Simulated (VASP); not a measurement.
# CdF2 (P6_3mc) in VASP: single point with PBEsol

Aim: the single point of CdF2 with PBEsol.

Everything below comes from runs of VASP 6.6.1. Logs are shortened: lines on timing, memory, paths and dates and some standing lists are left out, and cuts for length are marked.

**1. The cell of the first run**

Symmetry: P6_3mc, No. 186, hexagonal system. The conventional cell has a = 3.620 Å, b = 3.620 Å, c = 7.057 Å, α = 90.00°, β = 90.00°, γ = 120.00°. Cd (site symmetry 3m) has 7 F at 2.23 to 2.54 Å within 2.9 Å. F (site symmetry 3m) has 4 Cd at 2.31 to 2.54 Å and 6 F at 2.73 to 2.74 Å within 3.1 Å. F (site symmetry 3m) has 3 Cd at 2.23 Å and 6 F at 2.73 to 2.74 Å within 2.9 Å.

**2. Single point, PBEsol**

Contents of INCAR:

```
SYSTEM = CdF2
PREC = Accurate
ENCUT = 700
EDIFF = 1E-6
ISMEAR = -1
SIGMA = 0.03
LREAL = .False.
LASPH = .True.
NELM = 120
ALGO = Normal
ISIF = 2
LWAVE = .False.
LCHARG = .True.
GGA = PS
LELF = .True.
LVHAR = .True.
NBANDS = 43
GGA_COMPAT = .False.
```

Contents of KPOINTS:

```
Automatic mesh
0
Gamma
  9 9 2
  0 0 0
```

Contents of POSCAR:

```
CdF2
1.0
    3.6204799439      0.0000000000      0.0000000000
   -1.8102399720      3.1354276053      0.0000000000
    0.0000000000      0.0000000000      7.0573086301
Cd F
2 4
Direct
    0.3333333333      0.6666666667      0.6148430155
    0.6666666667      0.3333333333      0.1148430155
    0.6666666667      0.3333333333      0.7556006794
    0.3333333333      0.6666666667      0.2556006794
    0.0000000000      0.0000000000      0.0045583051
    0.0000000000      0.0000000000      0.5045583051
```

Potentials or basis: VASP PAW PBE potentials, release 64 (Cd_sv_GW, F).

The run is started by

```console
> cat potpaw_PBE.64/Cd_sv_GW/POTCAR potpaw_PBE.64/F/POTCAR > POTCAR
> mpirun -np 1 vasp_std > vasp.out
```

OUTCAR:

```text
SYSTEM = CdF2
   PREC = Accurate
   ENCUT = 700
   EDIFF = 1E-6
   ISMEAR = -1
   LREAL = .False.
   LASPH = .True.
   NELM = 120
   ISIF = 2
   GGA = PS

 ion  position               nearest neighbor table
   1  0.333  0.667  0.615-   6 2.23   6 2.23   6 2.23
   2  0.667  0.333  0.115-   5 2.23   5 2.23   5 2.23
   3  0.667  0.333  0.756-
   4  0.333  0.667  0.256-
   5  0.000  0.000  0.005-   2 2.23   2 2.23   2 2.23
   6  0.000  0.000  0.505-   1 2.23   1 2.23   1 2.23

  LATTYP: Found a hexagonal cell.
 ALAT       =     3.6204799439
 C/A-ratio  =     1.9492743336

  Lattice vectors:

 A1 = (   3.6204799439,   0.0000000000,   0.0000000000)
 A2 = (  -1.8102399720,   3.1354276053,   0.0000000000)
 A3 = (   0.0000000000,   0.0000000000,   7.0573086301)

Analysis of symmetry for initial positions (statically):
=====================================================================
 Subroutine PRICEL returns:
 Original cell was already a primitive cell.

 Routine SETGRP: Setting up the symmetry group for a
 hexagonal supercell.

 Subroutine GETGRP returns: Found 12 space group operations
 (whereof  6 operations were pure point group operations)
 out of a pool of 24 trial point group operations.

The static configuration has the point symmetry C_3v.
 The point group associated with its full space group is C_6v.

Analysis of symmetry for dynamics (positions and initial velocities):
=====================================================================
 Subroutine PRICEL returns:
 Original cell was already a primitive cell.

 Routine SETGRP: Setting up the symmetry group for a
 hexagonal supercell.

 Subroutine GETGRP returns: Found 12 space group operations
 (whereof  6 operations were pure point group operations)
 out of a pool of 24 trial point group operations.

The dynamic configuration has the point symmetry C_3v.
 The point group associated with its full space group is C_6v.

 Subroutine INISYM returns: Found 12 space group operations
 (whereof  6 operations are pure point group operations),
 and found     1 'primitive' translations

----------------------------------------------------------------------------------------

                                     Primitive cell

  volume of cell :      80.1128

  direct lattice vectors                    reciprocal lattice vectors
     3.620479944  0.000000000  0.000000000     0.276206474  0.159467882  0.000000000
    -1.810239972  3.135427605  0.000000000     0.000000000  0.318935764  0.000000000
     0.000000000  0.000000000  7.057308630     0.000000000  0.000000000  0.141697076

  length of vectors
     3.620479944  3.620479944  7.057308630     0.318935764  0.318935764  0.141697076

  position of ions in fractional coordinates (direct lattice)
     0.333333333  0.666666667  0.614843016
     0.666666667  0.333333333  0.114843016
     0.666666667  0.333333333  0.755600679
     0.333333333  0.666666667  0.255600679
     0.000000000  0.000000000  0.004558305
     0.000000000  0.000000000  0.504558305

  ion indices of the primitive-cell ions
   primitive index   ion index
                 1           1
                 2           2
                 3           3
                 4           4
                 5           5
                 6           6

----------------------------------------------------------------------------------------

 KPOINTS: Automatic mesh

Automatic generation of k-mesh.
 Grid dimensions read from file:
 generate k-points for:    9    9    2

 Generating k-lattice:

  Cartesian coordinates                     Fractional coordinates (reciprocal lattice)
     0.030689608  0.017718654  0.000000000     0.111111111  0.000000000  0.000000000
     0.000000000  0.035437307  0.000000000     0.000000000  0.111111111  0.000000000
     0.000000000  0.000000000  0.070848538     0.000000000  0.000000000  0.500000000

  Length of vectors
     0.035437307  0.035437307  0.070848538

  Shift w.r.t. Gamma in fractional coordinates (k-lattice)
     0.000000000  0.000000000  0.000000000

 Subroutine IBZKPT returns following result:
 ===========================================

 Found     24 irreducible k-points:

 Following reciprocal coordinates:
            Coordinates               Weight
  0.000000  0.000000  0.000000      1.000000
  0.111111  0.000000  0.000000      6.000000
  0.222222  0.000000  0.000000      6.000000
  0.333333  0.000000  0.000000      6.000000
  0.444444  0.000000  0.000000      6.000000
  0.111111  0.111111  0.000000      6.000000
[... 16 lines left out ...]
  0.333333  0.222222  0.500000     12.000000
  0.333333  0.333333  0.500000      2.000000
   k-points           NKPTS =     24   k-points in BZ     NKDIM =     24   number of bands    NBANDS=     43
   number of dos      NEDOS =    301   number of ions     NIONS =      6
   total plane-waves  NPLWV =  65536
   dimension x,y,z NGX =    32 NGY =   32 NGZ =   64
   dimension x,y,z NGXF=    64 NGYF=   64 NGZF=  128
   ions per type =               2   4
   NGX,Y,Z   is equivalent  to a cutoff of  14.69, 14.69, 15.08 a.u.
   NGXF,Y,Z  is equivalent  to a cutoff of  29.39, 29.39, 30.15 a.u.
 SYSTEM =  CdF2
   PREC   = accura    normal or accurate (medium, high low for compatibility)
   ISTART =      0    job   : 0-new  1-cont  2-samecut
   ICHARG =      2    charge: 1-file 2-atom 10-const
   ISPIN  =      1    spin polarized calculation?
   LNONCOLLINEAR =      F non collinear calculations
   LSORBIT =      F    spin-orbit coupling
   LASPH  =      T    aspherical Exc in radial PAW
   ENCUT  =  700.0 eV  51.45 Ry    7.17 a.u.   7.81  7.81 15.22*2*pi/ulx,y,z
   NELM   =    120;   NELMIN=  2; NELMDL= -5     # of ELM steps
   EDIFF  = 0.1E-05   stopping-criterion for ELM
   LREAL  =      F    real-space projection
   EDIFFG = 0.1E-04   stopping-criterion for IOM
   NSW    =      0    number of steps for IOM
   IBRION =     -1    ionic relax: 0-MD 1-quasi-New 2-CG
   NFREE  =      0    steps in history (QN), initial steepest desc. (CG)
   ISIF   =      2    stress and relaxation
   ISYM   =      2    0-nonsym 1-usesym 2-fastsym
   POTIM  = 0.5000    time-step for ionic-motion
   TEBEG  =    0.0;   TEEND  =   0.0 temperature during run
   PSTRESS=    0.0 pullay stress
   NELECT =      68.0000    total number of electrons
   NUPDOWN=      -1.0000    fix difference up-down
   EMIN   =  10.00;   EMAX   =-10.00  energy-range for DOS
   EFERMI =   0.00;   METHOD = LEGACY
   ISMEAR =    -1;   SIGMA  =   0.03  broadening in eV -4-tet -1-fermi 0-gaus
   EFERMI_NEDOS =   21; number of points for ismear=-14 and -15
   IALGO  =     38    algorithm
   IMIX   =      4    mixing-type and parameters
     AMIX     =   0.40;   BMIX     =  1.00
     AMIX_MAG =   1.60;   BMIX_MAG =  1.00
  volume/ion in A,a.u.               =      13.35        90.10
  Fermi-wavevector in a.u.,A,eV,Ry     =   1.550043  2.929157 32.689817  2.402634
  Thomas-Fermi vector in A             =   2.654763
   LORBIT       =      0    0 simple, 1 ext, 2 COOP (PROOUT), +10 PAW based schemes
   GGA     = PS    functional components
   LHFCALC =     F    Hartree Fock is set to
   AEXX    =    0.0000 exact exchange contribution
   IVDW    =     0    specifies the selected vdW correction
   LEPSILON=     F    determine dielectric tensor
   LRPA    =     F    only Hartree local field effects (RPA)
 non-spin polarized calculation
  energy-cutoff  :      700.00
  volume of cell :       80.11
 maximum number of plane-waves:      3402
 NGX is ok and might be reduce to    32
   NGX = 15   NGY = 15   NGZ = 31

 number of electron      67.9999993 magnetization

 Free energy of the ion-electron system (eV)
  ---------------------------------------------------
  ext. energy  EPLUGINS =         0.00000000
  ---------------------------------------------------
  free energy    TOTEN  =       -23.01505632 eV

  energy without entropy =      -23.01505632  energy(sigma->0) =      -23.01505632

 E-fermi :   1.0839     XC(G=0): -10.7474

 val. band max:        0.3474382027   @ k =   0.4444   0.0000   0.0000
 cond. band min:       3.1095384903   @ k =   0.0000   0.0000   0.0000
 fundamental gap:      2.7621002876
 Fermi energy:         1.0839263119

 k-point     1 :       0.0000    0.0000    0.0000
  band No.  band energies     occupation
      1     -98.0964      2.00000
      2     -98.0964      2.00000
      3     -59.2737      2.00000
      4     -59.2729      2.00000
      5     -59.1942      2.00000
      6     -59.1942      2.00000
[... 35 lines left out ...]
     42      15.0415      0.00000
     43      17.4795      0.00000

 k-point     2 :       0.1111    0.0000    0.0000
  band No.  band energies     occupation
      1     -98.0964      2.00000
      2     -98.0964      2.00000
      3     -59.2736      2.00000
      4     -59.2729      2.00000
      5     -59.1947      2.00000
      6     -59.1946      2.00000
[... 35 lines left out ...]
     42      15.0968      0.00000
     43      16.5468      0.00000

 k-point     3 :       0.2222    0.0000    0.0000
  band No.  band energies     occupation
      1     -98.0963      2.00000
      2     -98.0963      2.00000
      3     -59.2734      2.00000
      4     -59.2728      2.00000
      5     -59.1960      2.00000
      6     -59.1959      2.00000
[... 35 lines left out ...]
     42      15.0695      0.00000
     43      15.2193      0.00000

 k-point     4 :       0.3333    0.0000    0.0000
  band No.  band energies     occupation
      1     -98.0963      2.00000
      2     -98.0963      2.00000
      3     -59.2732      2.00000
      4     -59.2728      2.00000
      5     -59.1974      2.00000
      6     -59.1973      2.00000
[... 863 lines left out ...]
     42      13.7540      0.00000
     43      16.2756      0.00000

 k-point    23 :       0.3333    0.2222    0.5000
  band No.  band energies     occupation
      1     -98.0962      2.00000
      2     -98.0962      2.00000
      3     -59.2728      2.00000
      4     -59.2728      2.00000
      5     -59.1978      2.00000
      6     -59.1978      2.00000
[... 35 lines left out ...]
     42      13.8160      0.00000
     43      15.8949      0.00000

 k-point    24 :       0.3333    0.3333    0.5000
  band No.  band energies     occupation
      1     -98.0962      2.00000
      2     -98.0962      2.00000
      3     -59.2728      2.00000
      4     -59.2728      2.00000
      5     -59.1973      2.00000
      6     -59.1973      2.00000
[... 35 lines left out ...]
     42      13.8494      0.00000
     43      16.0329      0.00000

------------------------ aborting loop because EDIFF is reached ----------------------------------------

  FORCE on cell =-STRESS in cart. coord.  units (eV):
  Direction    XX          YY          ZZ          XY          YZ          ZX
  --------------------------------------------------------------------------------------
  -------------------------------------------------------------------------------------
  Total       -0.1109482     -0.1109482     -0.2256542      0.0000000      0.0000000      0.0000000
  in kB       -2.2188537     -2.2188537     -4.5128617      0.0000000      0.0000000      0.0000000
  external PRESSURE =      -2.9835231 kB  Pullay stress =       0.0000000 kB

 VOLUME and BASIS-vectors are now :
 -----------------------------------------------------------------------------
  energy-cutoff  :      700.00
  volume of cell :       80.11
      direct lattice vectors                 reciprocal lattice vectors
     3.620479944  0.000000000  0.000000000     0.276206474  0.159467882  0.000000000
    -1.810239972  3.135427605  0.000000000     0.000000000  0.318935764  0.000000000
     0.000000000  0.000000000  7.057308630     0.000000000  0.000000000  0.141697076

 POSITION                                       TOTAL-FORCE (eV/Angst)
 -----------------------------------------------------------------------------------
     -0.00000      2.09029      4.33914        -0.000000      0.000000      0.001338
      1.81024      1.04514      0.81048         0.000000      0.000000      0.001338
      1.81024      1.04514      5.33251         0.000000      0.000000      0.003333
     -0.00000      2.09029      1.80385        -0.000000      0.000000      0.003333
      0.00000      0.00000      0.03217         0.000000      0.000000     -0.004671
      0.00000      0.00000      3.56082        -0.000000     -0.000000     -0.004671
 -----------------------------------------------------------------------------------
    total drift:                                0.000000     -0.000000      0.002934

  FREE ENERGIE OF THE ION-ELECTRON SYSTEM (eV)
  ---------------------------------------------------
  free  energy   TOTEN  =       -23.0150563185 eV

  energy  without entropy=      -23.0150563185  energy(sigma->0) =      -23.01505632
```

It took 73 s on 1 thread of Intel Xeon 6975P-C (Granite Rapids), shared host; peak memory 0.31 GiB.

Results:

```yaml
Free_energy: -23.0151 eV
Pressure: -0.3 GPa
Largest_force: 0.005 eV/Å
Band_gap_on_the_k_mesh: 2.76 eV (least direct gap 2.85 eV)
```

Forces in eV/Å, atoms in the order of the input:
```
Cd   0.000  0.000  0.001
Cd   0.000  0.000  0.001
F    0.000  0.000  0.003
F    0.000  0.000  0.003
F    0.000  0.000 -0.005
F    0.000  0.000 -0.005
```

Caveat: the k points lie up to 0.45 Å⁻¹ apart; the PAW data sets were made with another functional, which shifts forces and pressure a little.
